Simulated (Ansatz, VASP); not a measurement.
## GaRe2Sb3 in VASP and in Ansatz

File INCAR:

```
SYSTEM = GaRe2Sb3
ALGO = Fast ; EDIFF = 1E-6
EDIFFG = -0.04 ; ENCUT = 600
GGA = PE ; IBRION = 2
ISIF = 3 ; ISMEAR = 0
LASPH = .TRUE. ; LCHARG = .FALSE.
LREAL = .FALSE. ; LWAVE = .FALSE.
NELM = 80 ; NSW = 90
PREC = Accurate ; SIGMA = 0.1
```

File KPOINTS:

```
k-points
0
G
  6 6 4
  0 0 0
```

POSCAR

```
GaRe2Sb3
1.0
    4.9816447705      0.0000000000      0.0000000000
   -2.4908223852      4.3142309238      0.0000000000
    0.0000000000      0.0000000000      5.8062695700
Ga Re Sb
1 2 3
Direct
    0.0000000000      0.0000000000      0.0000000000
    0.3333333333      0.6666666667      0.5000000000
    0.6666666667      0.3333333333      0.5000000000
    0.3333333333      0.6666666667      0.0000000000
    0.6666666667      0.3333333333      0.0000000000
    0.0000000000      0.0000000000      0.5000000000
```

Input for Ansatz:

```yaml
crystal:
  lattice:
    - [4.9816447705, 0.0, 0.0]
    - [-2.4908223852, 4.3142309238, 0.0]
    - [0.0, 0.0, 5.80626957]
  atoms:
    - { symbol: Ga, position: [0.0, 0.0, 0.0] }
    - { symbol: Re, position: [0.3333333333, 0.6666666667, 0.5] }
    - { symbol: Re, position: [0.6666666667, 0.3333333333, 0.5] }
    - { symbol: Sb, position: [0.3333333333, 0.6666666667, 0.0] }
    - { symbol: Sb, position: [0.6666666667, 0.3333333333, 0.0] }
    - { symbol: Sb, position: [0.0, 0.0, 0.5] }
basis:
  ecutwfc: 420
kpoints:
  mp_grid: { grid: [6, 6, 4] }
hamiltonian:
  xc: pbe
scf:
  occupations: { method: gaussian, width: 0.1 }
  lower_state_search: "off"
output:
  forces: true
  stress: true
  eigenvalues: true
relax:
  adjacent_minimum: "off"
  f_tol: 0.04
  max_steps: 70
  cell: { stress_tol: 0.4 }
```

Alike in both runs: task relaxation of cell and atoms; functional PBE; k mesh 6 × 6 × 4; occupations gaussian, width 0.1 eV; no spin polarisation.

|  | VASP | Ansatz |
| --- | --- | --- |
| version | VASP 6.6.1 | Ansatz 0.2.0 |
| potentials or method | VASP PAW PBE potentials, release 64 (Ga_d, Re, Sb), cutoff 600 eV | scalar-relativistic, plane waves, PAW |
| valence electrons in the cell | 42 | 88 |

|  | VASP | Ansatz | Ansatz less VASP |
| --- | --- | --- | --- |
| gap on the k mesh at the Fermi level, each at its own relaxed structure (eV) | none | none | - |
| relaxed volume (Å³/atom) | 20.62 | 20.63 | +0.008 |
| relaxed length of the cell vector where the two differ most in proportion (Å) | 5.715 | 5.727 | +0.0114 |

A gap of «none» marks a metal or a gap that the smearing closes. VASP's potentials hold 42 valence electrons a cell and Ansatz's 88, so a difference there can come from the potentials and not from the codes.

Neither program's run includes spin-orbit coupling.
